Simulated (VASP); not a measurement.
# SiTeS (P4/mmm) in VASP: a series of runs

SiTeS is run at these levels: PBE; tasks: single point, relaxation of cell and atoms.

Everything below comes from runs of VASP 6.6.1. Logs are shortened: lines on timing, memory, paths and dates and some standing lists are left out, and cuts for length are marked.

### 1 The cell of the first run

It takes space group P4/mmm (No. 123, tetragonal). Conventional cell: a = 3.373 Å, b = 3.373 Å, c = 5.744 Å, α = 90.00°, β = 90.00°, γ = 90.00°. Within 3.2 Å of Si (site symmetry 4/mmm) lie 4 S at 2.38 Å and 2 Te at 2.87 Å. Te (site symmetry 4/mmm) has 2 Si at 2.87 Å and 4 Te at 3.37 Å and 8 S at 3.73 Å within 3.8 Å. S (site symmetry 4/mmm) has 4 Si at 2.38 Å within 3.2 Å.

The cell was generated, and may not be a known phase.

### 2 Single point, PBE

INCAR reads:

```
ALGO = Normal
EDIFF = 1E-7
ENCUT = 520
GGA = PE
ISIF = 2
ISMEAR = 0
LASPH = True
LCHARG = False
LREAL = False
LWAVE = False
NBANDS = 15
NELM = 60
PREC = Accurate
SIGMA = 0.1
```

KPOINTS reads:

```
k-points
0
Gamma
  14 14 8
```

POSCAR reads:

```
SiTeS
1.0
    3.3728356083      0.0000000000      0.0000000000
    0.0000000000      3.3728356083      0.0000000000
    0.0000000000      0.0000000000      5.7436554926
Si Te S
1 1 1
Direct
    0.0000000000      0.0000000000      0.0000000000
    0.0000000000      0.0000000000      0.5000000000
    0.5000000000      0.5000000000      0.0000000000
```

Potentials or basis: VASP PAW PBE potentials, release 64 (Si, Te, S).

Command:

```console
> cat potpaw_PBE.64/Si/POTCAR potpaw_PBE.64/Te/POTCAR potpaw_PBE.64/S/POTCAR > POTCAR
> mpirun -np 1 vasp_std > vasp.out
```

OUTCAR:

```text
EDIFF = 1E-7
   ENCUT = 520
   GGA = PE
   ISIF = 2
   ISMEAR = 0
   LASPH = True
   LREAL = False
   NELM = 60
   PREC = Accurate

 ion  position               nearest neighbor table
   1  0.000  0.000  0.000-   3 2.38   3 2.38   3 2.38   3 2.38   2 2.87   2 2.87
   2  0.000  0.000  0.500-   1 2.87   1 2.87
   3  0.500  0.500  0.000-   1 2.38   1 2.38   1 2.38   1 2.38

  LATTYP: Found a simple tetragonal cell.
 ALAT       =     3.3728356083
 C/A-ratio  =     1.7029159318

  Lattice vectors:

 A1 = (   3.3728356083,   0.0000000000,   0.0000000000)
 A2 = (   0.0000000000,   3.3728356083,   0.0000000000)
 A3 = (   0.0000000000,   0.0000000000,   5.7436554926)

Analysis of symmetry for initial positions (statically):
=====================================================================
 Subroutine PRICEL returns:
 Original cell was already a primitive cell.

 Routine SETGRP: Setting up the symmetry group for a
 simple tetragonal supercell.

 Subroutine GETGRP returns: Found 16 space group operations
 (whereof 16 operations were pure point group operations)
 out of a pool of 16 trial point group operations.

The static configuration has the point symmetry D_4h.

Analysis of symmetry for dynamics (positions and initial velocities):
=====================================================================
 Subroutine PRICEL returns:
 Original cell was already a primitive cell.

 Routine SETGRP: Setting up the symmetry group for a
 simple tetragonal supercell.

 Subroutine GETGRP returns: Found 16 space group operations
 (whereof 16 operations were pure point group operations)
 out of a pool of 16 trial point group operations.

The dynamic configuration has the point symmetry D_4h.

 Subroutine INISYM returns: Found 16 space group operations
 (whereof 16 operations are pure point group operations),
 and found     1 'primitive' translations

----------------------------------------------------------------------------------------

                                     Primitive cell

  volume of cell :      65.3399

  direct lattice vectors                    reciprocal lattice vectors
     3.372835608  0.000000000  0.000000000     0.296486433  0.000000000  0.000000000
     0.000000000  3.372835608  0.000000000     0.000000000  0.296486433  0.000000000
     0.000000000  0.000000000  5.743655493     0.000000000  0.000000000  0.174105150

  length of vectors
     3.372835608  3.372835608  5.743655493     0.296486433  0.296486433  0.174105150

  position of ions in fractional coordinates (direct lattice)
     0.000000000  0.000000000  0.000000000
     0.000000000  0.000000000  0.500000000
     0.500000000  0.500000000  0.000000000

  ion indices of the primitive-cell ions
   primitive index   ion index
                 1           1
                 2           2
                 3           3

----------------------------------------------------------------------------------------

 KPOINTS: k-points

Automatic generation of k-mesh.
 Grid dimensions read from file:
 generate k-points for:   14   14    8

 Generating k-lattice:

  Cartesian coordinates                     Fractional coordinates (reciprocal lattice)
     0.021177602  0.000000000  0.000000000     0.071428571  0.000000000  0.000000000
     0.000000000  0.021177602  0.000000000     0.000000000  0.071428571  0.000000000
     0.000000000  0.000000000  0.021763144     0.000000000  0.000000000  0.125000000

  Length of vectors
     0.021177602  0.021177602  0.021763144

  Shift w.r.t. Gamma in fractional coordinates (k-lattice)
     0.000000000  0.000000000  0.000000000

 Subroutine IBZKPT returns following result:
 ===========================================

 Found    180 irreducible k-points:

 Following reciprocal coordinates:
            Coordinates               Weight
  0.000000  0.000000  0.000000      1.000000
  0.071429  0.000000  0.000000      4.000000
  0.142857  0.000000  0.000000      4.000000
  0.214286  0.000000  0.000000      4.000000
  0.285714  0.000000  0.000000      4.000000
  0.357143  0.000000  0.000000      4.000000
[... 16 lines left out ...]
  0.285714  0.214286  0.000000      8.000000
  0.357143  0.214286  0.000000      8.000000
 [... further k-points ...]
   k-points           NKPTS =    180   k-points in BZ     NKDIM =    180   number of bands    NBANDS=     15
   number of dos      NEDOS =    301   number of ions     NIONS =      3
   total plane-waves  NPLWV =  37632
   dimension x,y,z NGX =    28 NGY =   28 NGZ =   48
   dimension x,y,z NGXF=    56 NGYF=   56 NGZF=   96
   ions per type =               1   1   1
   NGX,Y,Z   is equivalent  to a cutoff of  13.80, 13.80, 13.89 a.u.
   NGXF,Y,Z  is equivalent  to a cutoff of  27.60, 27.60, 27.79 a.u.
 SYSTEM =  unknown system
   PREC   = accura    normal or accurate (medium, high low for compatibility)
   ISTART =      0    job   : 0-new  1-cont  2-samecut
   ICHARG =      2    charge: 1-file 2-atom 10-const
   ISPIN  =      1    spin polarized calculation?
   LNONCOLLINEAR =      F non collinear calculations
   LSORBIT =      F    spin-orbit coupling
   LASPH  =      T    aspherical Exc in radial PAW
   ENCUT  =  520.0 eV  38.22 Ry    6.18 a.u.   6.27  6.27 10.68*2*pi/ulx,y,z
   NELM   =     60;   NELMIN=  2; NELMDL= -5     # of ELM steps
   EDIFF  = 0.1E-06   stopping-criterion for ELM
   LREAL  =      F    real-space projection
   EDIFFG = 0.1E-05   stopping-criterion for IOM
   NSW    =      0    number of steps for IOM
   IBRION =     -1    ionic relax: 0-MD 1-quasi-New 2-CG
   NFREE  =      0    steps in history (QN), initial steepest desc. (CG)
   ISIF   =      2    stress and relaxation
   ISYM   =      2    0-nonsym 1-usesym 2-fastsym
   POTIM  = 0.5000    time-step for ionic-motion
   TEBEG  =    0.0;   TEEND  =   0.0 temperature during run
   PSTRESS=    0.0 pullay stress
   NELECT =      16.0000    total number of electrons
   NUPDOWN=      -1.0000    fix difference up-down
   EMIN   =  10.00;   EMAX   =-10.00  energy-range for DOS
   EFERMI =   0.00;   METHOD = LEGACY
   ISMEAR =     0;   SIGMA  =   0.10  broadening in eV -4-tet -1-fermi 0-gaus
   EFERMI_NEDOS =   21; number of points for ismear=-14 and -15
   IALGO  =     38    algorithm
   IMIX   =      4    mixing-type and parameters
     AMIX     =   0.40;   BMIX     =  1.00
     AMIX_MAG =   1.60;   BMIX_MAG =  1.00
  volume/ion in A,a.u.               =      21.78       146.98
  Fermi-wavevector in a.u.,A,eV,Ry     =   1.024209  1.935474 14.272567  1.049004
  Thomas-Fermi vector in A             =   2.157984
   LORBIT       =      0    0 simple, 1 ext, 2 COOP (PROOUT), +10 PAW based schemes
   GGA     = PE    functional components
   LHFCALC =     F    Hartree Fock is set to
   AEXX    =    0.0000 exact exchange contribution
   IVDW    =     0    specifies the selected vdW correction
   LEPSILON=     F    determine dielectric tensor
   LRPA    =     F    only Hartree local field effects (RPA)
 non-spin polarized calculation
 Gauss-broadening in eV      SIGMA  =   0.10
  energy-cutoff  :      520.00
  volume of cell :       65.34
 maximum number of plane-waves:      1779
 NGX is ok and might be reduce to    28
   NGX = 13   NGY = 13   NGZ = 21

 number of electron      16.0000000 magnetization

 Free energy of the ion-electron system (eV)
  ---------------------------------------------------
  ext. energy  EPLUGINS =         0.00000000
  ---------------------------------------------------
  free energy    TOTEN  =       -12.58622039 eV

  energy without entropy =      -12.57523529  energy(sigma->0) =      -12.58072784

 E-fermi :   7.0884     XC(G=0):  -9.9762

 val. band max:        7.0872401094   @ k =   0.1429   0.0000   0.1250
 cond. band min:       7.1021118521   @ k =   0.2857   0.1429   0.3750
 fundamental gap:      0.0148717428
 Fermi energy:         7.0883542764

 k-point     1 :       0.0000    0.0000    0.0000
  band No.  band energies     occupation
      1      -8.6088      2.00000
      2      -4.7550      2.00000
      3       0.4833      2.00000
      4       2.8775      2.00000
      5       2.8775      2.00000
      6       3.7777      2.00000
      7       6.7381      2.00000
      8       8.5593      0.00000
      9       8.5593      0.00000
     10       9.5279      0.00000
     11      12.6396      0.00000
     12      13.6562      0.00000
     13      14.3555      0.00000
     14      14.5476      0.00000
     15      14.5481      0.00000

 k-point     2 :       0.0714    0.0000    0.0000
  band No.  band energies     occupation
      1      -8.5565      2.00000
      2      -4.7175      2.00000
      3       0.5409      2.00000
      4       2.0826      2.00000
      5       2.9249      2.00000
      6       4.4694      2.00000
      7       6.6650      2.00000
      8       8.0473      0.00000
      9       8.5902      0.00000
     10       9.8200      0.00000
     11      12.4741      0.00000
     12      13.7067      0.00000
     13      13.7682      0.00000
     14      14.2305      0.00000
     15      14.5300      0.00000

 k-point     3 :       0.1429    0.0000    0.0000
  band No.  band energies     occupation
      1      -8.4020      2.00000
      2      -4.6126      2.00000
      3       0.7125      2.00000
      4       0.9615      2.00000
      5       3.0646      2.00000
      6       5.3066      2.00000
      7       6.4314      2.00000
      8       6.9614      1.92731
      9       8.6714      0.00000
     10      10.5896      0.00000
     11      12.1265      0.00000
     12      12.3862      0.00000
     13      13.4859      0.00000
     14      14.1675      0.00000
     15      14.5338      0.00000
[... 343 lines left out ...]
 k-point    23 :       0.2857    0.2143    0.0000
  band No.  band energies     occupation
      1      -7.4037      2.00000
      2      -4.0254      2.00000
      3      -0.6058      2.00000
      4       1.0952      2.00000
      5       1.8660      2.00000
      6       4.8765      2.00000
      7       5.3858      2.00000
      8       5.9116      2.00000
      9       6.9977      1.80008
     10      10.1785      0.00000
     11      11.5293      0.00000
     12      12.5827      0.00000
     13      13.9071      0.00000
     14      14.7045      0.00000
     15      14.8116      0.00000

 k-point    24 :       0.3571    0.2143    0.0000
  band No.  band energies     occupation
      1      -7.0587      2.00000
      2      -3.9680      2.00000
      3      -1.1465      2.00000
      4       1.3850      2.00000
      5       2.3226      2.00000
      6       4.0285      2.00000
      7       4.9080      2.00000
      8       5.2430      2.00000
      9       7.0074      1.74771
     10      10.8910      0.00000
     11      11.4813      0.00000
     12      12.8408      0.00000
     13      13.7589      0.00000
     14      13.9474      0.00000
     15      14.2343      0.00000

 [... further k-points ...]

------------------------ aborting loop because EDIFF is reached ----------------------------------------

  FORCE on cell =-STRESS in cart. coord.  units (eV):
  Direction    XX          YY          ZZ          XY          YZ          ZX
  --------------------------------------------------------------------------------------
  -------------------------------------------------------------------------------------
  Total       -0.0444476     -0.0444476     -0.0274800      0.0000000      0.0000000      0.0000000
  in kB       -1.0898838     -1.0898838     -0.6738276      0.0000000      0.0000000      0.0000000
  external PRESSURE =      -0.9511984 kB  Pullay stress =       0.0000000 kB

 VOLUME and BASIS-vectors are now :
 -----------------------------------------------------------------------------
  energy-cutoff  :      520.00
  volume of cell :       65.34
      direct lattice vectors                 reciprocal lattice vectors
     3.372835608  0.000000000  0.000000000     0.296486433  0.000000000  0.000000000
     0.000000000  3.372835608  0.000000000     0.000000000  0.296486433  0.000000000
     0.000000000  0.000000000  5.743655493     0.000000000  0.000000000  0.174105150

 POSITION                                       TOTAL-FORCE (eV/Angst)
 -----------------------------------------------------------------------------------
      0.00000      0.00000      0.00000         0.000000      0.000000      0.000000
      0.00000      0.00000      2.87183         0.000000      0.000000      0.000000
      1.68642      1.68642      0.00000         0.000000      0.000000      0.000000
 -----------------------------------------------------------------------------------
    total drift:                                0.000000      0.000000     -0.000000

  FREE ENERGIE OF THE ION-ELECTRON SYSTEM (eV)
  ---------------------------------------------------
  free  energy   TOTEN  =       -12.5862203896 eV

  energy  without entropy=      -12.5752352917  energy(sigma->0) =      -12.58072784
```

It took 96 s on 1 thread of Intel Xeon 6975P-C (Granite Rapids), shared host; peak memory 0.32 GiB.

What came out:

```
Free energy            : -12.5862 eV
Pressure               : -0.1 GPa
Band gap on the k mesh : zero (bands 8 and 9 overlap by 3.83 eV)
```

Caveat: spin-orbit coupling is left out, which moves the levels of the heavy elements.

### 3 Relaxation of cell and atoms, PBE

This run uses another cell than the first one, of 21.63 Å³/atom.

INCAR reads:

```
SYSTEM = SiTeS
  PREC = Accurate
  ENCUT = 600
  EDIFF = 1E-6
  ISMEAR = 0
  SIGMA = 0.1
  LREAL = .FALSE.
  LASPH = .TRUE.
  NELM = 100
  ALGO = Normal
  ISIF = 3
  LWAVE = .FALSE.
  LCHARG = .FALSE.
  GGA = PE
  IBRION = 2
  NSW = 100
  EDIFFG = -0.01
```

KPOINTS reads:

```
regular mesh
0
G
  14 14 8
  0 0 0
```

POSCAR reads:

```
SiTeS
1.0
    3.3892939643      0.0000000000      0.0000000000
    0.0000000000      3.3892939643      0.0000000000
    0.0000000000      0.0000000000      5.6487646823
Si Te S
1 1 1
Direct
    0.0000000000      0.0000000000      0.0000000000
    0.0000000000      0.0000000000      0.5000000000
    0.5000000000      0.5000000000      0.0000000000
```

Potentials or basis: VASP PAW PBE potentials, release 64 (Si, Te, S).

Command:

```console
> cat potpaw_PBE.64/Si/POTCAR potpaw_PBE.64/Te/POTCAR potpaw_PBE.64/S/POTCAR > POTCAR
> mpirun -np 1 vasp_std > vasp.out
```

Wall time 2.7 min (1 thread of Intel Xeon 6975P-C (Granite Rapids), shared host); peak memory 0.36 GiB.

It converged, with:

| Quantity | Value |
| --- | --- |
| Free energy | -12.5865 eV |
| Relaxed volume | 21.75 Å³/atom |
| Relaxed cell | a = 3.371 Å, b = 3.371 Å, c = 5.742 Å, α = 90.00°, β = 90.00°, γ = 90.00° |
| Space group after relaxing (to 0.1 Å) | P4/mmm (No. 123) |
| Energy gained by relaxing | 1.7 meV/atom |
| Ionic steps | 5 |
| Pressure after relaxing | 0.0 GPa |
| Band gap on the k mesh | zero (bands 8 and 9 overlap by 3.83 eV) |

Step by step:
```
step  energy change (eV)  largest force (eV/Å)  pressure (GPa)  volume (Å³)
   1              0.0000                0.0000            0.01        64.89
   2             -0.0041                0.0000            0.19        64.89
   3             -0.0048                0.0000            0.33        64.89
   4             -0.0051                0.0000           -0.10        65.38
   5             -0.0052                0.0000           -0.01        65.26
```

Final structure:
```
Si Te S
1.0
     3.37134    0.00000    0.00000
     0.00000    3.37134    0.00000
     0.00000    0.00000    5.74168
Si Te S
1 1 1
Direct
  0.00000 0.00000 0.00000
  0.00000 0.00000 0.50000
  0.50000 0.50000 0.00000
```

Levels at points of the mesh, in eV from the Fermi level:
```
           k point  band 5  band 6  band 7  band 8  band 9  band 10  band 11  band 12
(0.00, 0.00, 0.00)   -4.22   -3.31   -0.35    1.47    1.47     2.43     5.55     6.57
(0.50, 0.00, 0.00)   -4.28   -3.42   -2.80    0.70    1.74     1.77     2.97     5.31
(0.50, 0.50, 0.00)   -5.80   -3.14   -2.88   -2.88   -2.28     2.88     2.88     3.56
(0.00, 0.00, 0.50)   -4.17   -4.06   -0.79    1.15    1.15     2.51     2.53     6.54
(0.50, 0.00, 0.50)   -2.79   -1.79   -1.71    0.09    1.12     1.53     2.21     3.17
(0.50, 0.50, 0.50)   -7.21   -3.37   -3.37   -2.45    0.60     1.68     4.79     5.28
```

Caveat: spin-orbit coupling is left out, which moves the levels of the heavy elements.
